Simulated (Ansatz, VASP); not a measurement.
**Si3N4: VASP beside Ansatz**

POSCAR

```
Si3N4
1.0
   -3.1553441600      3.1553441600      3.1553441600
    3.1553441600     -3.1553441600      3.1553441600
    3.1553441600      3.1553441600     -3.1553441600
Si N
6 8
Direct
    0.2500000000      0.1250000000      0.8750000000
    0.8750000000      0.2500000000      0.1250000000
    0.7500000000      0.3750000000      0.6250000000
    0.6250000000      0.7500000000      0.3750000000
    0.1250000000      0.8750000000      0.2500000000
    0.3750000000      0.6250000000      0.7500000000
    0.5624462500      0.5624462500      0.5624462500
    0.4375537500      0.5000000000      0.0000000000
    0.5000000000      0.0000000000      0.9375537500
    0.0000000000      0.4375537500      0.5000000000
    0.9375537500      0.5000000000      0.0000000000
    0.0624462500      0.0624462500      0.0624462500
    0.0000000000      0.9375537500      0.5000000000
    0.5000000000      0.0000000000      0.4375537500
```

INCAR.step1

```
SYSTEM = Si3N4
  PREC = Accurate
  ENCUT = 520
  ISMEAR = -1
  SIGMA = 0.02
  LREAL = .FALSE.
  LASPH = .TRUE.
  NELM = 100
  GGA = PE
  ALGO = Normal
  EDIFF = 1E-4
  LWAVE = .TRUE.
  LCHARG = .FALSE.
  KPAR = 4
```

INCAR.step2

```
SYSTEM = Si3N4
  PREC = Accurate
  ENCUT = 520
  EDIFF = 1E-6
  ISMEAR = -1
  SIGMA = 0.02
  LREAL = .FALSE.
  LASPH = .TRUE.
  NELM = 100
  ALGO = Normal
  ISIF = 2
  LWAVE = .FALSE.
  LCHARG = .FALSE.
  METAGGA = R2SCAN
  LMIXTAU = .TRUE.
  IBRION = 2
  NSW = 50
  EDIFFG = -0.01
  ISTART = 1
  KPAR = 4
```

Contents of KPOINTS:

```
Automatic mesh
0
G
  6 6 6
  0 0 0
```

Input for Ansatz:

```yaml
crystal:
  lattice:
    - [-3.15534416, 3.15534416, 3.15534416]
    - [3.15534416, -3.15534416, 3.15534416]
    - [3.15534416, 3.15534416, -3.15534416]
  atoms:
    - { symbol: Si, position: [0.25, 0.125, 0.875] }
    - { symbol: Si, position: [0.875, 0.25, 0.125] }
    - { symbol: Si, position: [0.75, 0.375, 0.625] }
    - { symbol: Si, position: [0.625, 0.75, 0.375] }
    - { symbol: Si, position: [0.125, 0.875, 0.25] }
    - { symbol: Si, position: [0.375, 0.625, 0.75] }
    - { symbol: "N", position: [0.56244625, 0.56244625, 0.56244625] }
    - { symbol: "N", position: [0.43755375, 0.5, 0.0] }
    - { symbol: "N", position: [0.5, 0.0, 0.93755375] }
    - { symbol: "N", position: [0.0, 0.43755375, 0.5] }
    - { symbol: "N", position: [0.93755375, 0.5, 0.0] }
    - { symbol: "N", position: [0.06244625, 0.06244625, 0.06244625] }
    - { symbol: "N", position: [0.0, 0.93755375, 0.5] }
    - { symbol: "N", position: [0.5, 0.0, 0.43755375] }
  symmetry: { tolerance: 0.0003 }
hamiltonian:
  xc: r2scan
  pseudopotentials: { kind: paw, azcp: { folder: soft_1 } }
basis:
  ecutwfc: 500
magnetization:
  spin_polarized: false
scf:
  occupations: { method: fermi_dirac, width: 0.02 }
kpoints:
  mp_grid: { grid: [6, 6, 6], shift: [0, 0, 0] }
  band_path:
    path:
      - [0.0, 0.0, 0.0]
      - [0.5, -0.5, 0.5]
      - [0.0, 0.0, 0.5]
      - [0.0, 0.0, 0.0]
      - [0.25, 0.25, 0.25]
      - [0.5, -0.5, 0.5]
      - [0.25, 0.25, 0.25]
      - [0.0, 0.0, 0.5]
    npoints: 10
output:
  forces: true
  stress: true
  eigenvalues: true
  write_potential: true
  elf: true
  volumetric_format: npy
  dos: { e_range: [-12, 8], de: 0.05 }
relax:
  max_steps: 30
```

Alike in both runs: task relaxation of the atoms; functional r2SCAN; k mesh 6 × 6 × 6; occupations fermi-dirac, width 0.02 eV; no spin polarisation.

|  | VASP | Ansatz |
| --- | --- | --- |
| version | VASP 6.6.1 | Ansatz 0.2.0 |
| potentials or method | VASP PAW PBE potentials, release 64 (Si, N), cutoff 520 eV | PAW plane waves |
| valence electrons in the cell | 64 | 64 |

```csv
,VASP,Ansatz,Ansatz less VASP
"gap on the k mesh at the Fermi level, each at its own relaxed structure (eV)",4.88,4.88,+0.002
```

VASP's potentials were made for PBE, not for r2SCAN. Ansatz's warnings: stress scf threshold loose.
